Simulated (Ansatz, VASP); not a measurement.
# CdSiP2 in VASP and in Ansatz

Contents of INCAR:

```
SYSTEM = CdSiP2
  PREC = Accurate
  ENCUT = 500
  EDIFF = 1E-6
  ISMEAR = -1
  SIGMA = 0.02
  LREAL = .False.
  LASPH = .True.
  NELM = 120
  ALGO = Normal
  ISIF = 2
  LWAVE = .False.
  LCHARG = .False.
  GGA = PE
  NBANDS = 36
  GGA_COMPAT = .False.
```

KPOINTS

```
regular mesh
0
Gamma
  6 6 6
  0 0 0
```

The input POSCAR:

```
CdSiP2
1.0
   -2.8468453812      2.8468453812      5.2420756378
    2.8468453812     -2.8468453812      5.2420756378
    2.8468453812      2.8468453812     -5.2420756378
Cd P Si
2 4 2
Direct
    0.0000000000      0.0000000000      0.0000000000
    0.7500000000      0.2500000000      0.5000000000
    0.3750000000      0.4211589736      0.5461589736
    0.1711589736      0.6250000000      0.0461589736
    0.8750000000      0.8288410264      0.4538410264
    0.5788410264      0.1250000000     -0.0461589736
    0.5000000000      0.5000000000      0.0000000000
    0.2500000000      0.7500000000      0.5000000000
```

Input for Ansatz:

```yaml
crystal:
  lattice:
    - [-2.8468453812, 2.8468453812, 5.2420756378]
    - [2.8468453812, -2.8468453812, 5.2420756378]
    - [2.8468453812, 2.8468453812, -5.2420756378]
  atoms:
    - { symbol: Cd, position: [0.0, 0.0, 0.0] }
    - { symbol: P, position: [0.375, 0.4211589736, 0.5461589736] }
    - { symbol: Cd, position: [0.75, 0.25, 0.5] }
    - { symbol: P, position: [0.1711589736, 0.625, 0.0461589736] }
    - { symbol: Si, position: [0.5, 0.5, 0.0] }
    - { symbol: P, position: [0.875, 0.8288410264, 0.4538410264] }
    - { symbol: Si, position: [0.25, 0.75, 0.5] }
    - { symbol: P, position: [0.5788410264, 0.125, -0.0461589736] }
kpoints:
  mp_grid: { grid: [6, 6, 6] }
  band_path:
    path:
      - [[0.0, 0.0, 0.0], [-3.249658519092e-18, 3.249658519092e-18, 0.5], [0.25, 0.25, 0.25], [-2.302905721599e-17, 0.5, 2.302905721599e-17], [0.0, 0.0, 0.0], [0.5, 0.5, -0.5], [0.3237328808932, 0.6762671191068, -0.3237328808932]]
      - [[-0.3237328808932, 0.3237328808932, 0.3237328808932], [0.0, 0.0, 0.0]]
      - [[-3.249658519092e-18, 3.249658519092e-18, 0.5], [-0.1474657617864, 0.1474657617864, 0.5]]
      - [[0.5, 0.5, -0.1474657617864], [0.5, 0.5, -0.5]]
    npoints: 10
hamiltonian:
  xc: pbe
scf:
  occupations: { method: fermi_dirac, width: 0.02 }
  n_extra_bands: 6
output:
  forces: true
  stress: true
  eigenvalues: true
  write_density: true
  write_potential: true
  elf: true
  volumetric_format: npy
```

Alike in both runs: task single point; functional PBE; k mesh 6 × 6 × 6; occupations fermi-dirac, width 0.02 eV; no spin polarisation.

|  | VASP | Ansatz |
| --- | --- | --- |
| version | VASP 6.6.1 | Ansatz 0.2.0 |
| potentials or method | VASP PAW PBE potentials, release 64 (Cd, P, Si) | plane waves, PAW |
| plane-wave cutoff (eV) | 500 | 420 |
| valence electrons in the cell | 52 | 68 |

|  | VASP | Ansatz | Ansatz less VASP |
| --- | --- | --- | --- |
| gap on the k mesh at the Fermi level (eV) | 1.37 | 1.37 | 0.000 |
| pressure (GPa) | 1.7 | 1.6 | -0.08 |
| rms of the force components (eV/Å) | 0.008 | 0.026 | +0.0180 |

VASP's potentials hold 52 valence electrons a cell and Ansatz's 68, so a difference there can come from the potentials and not from the codes.
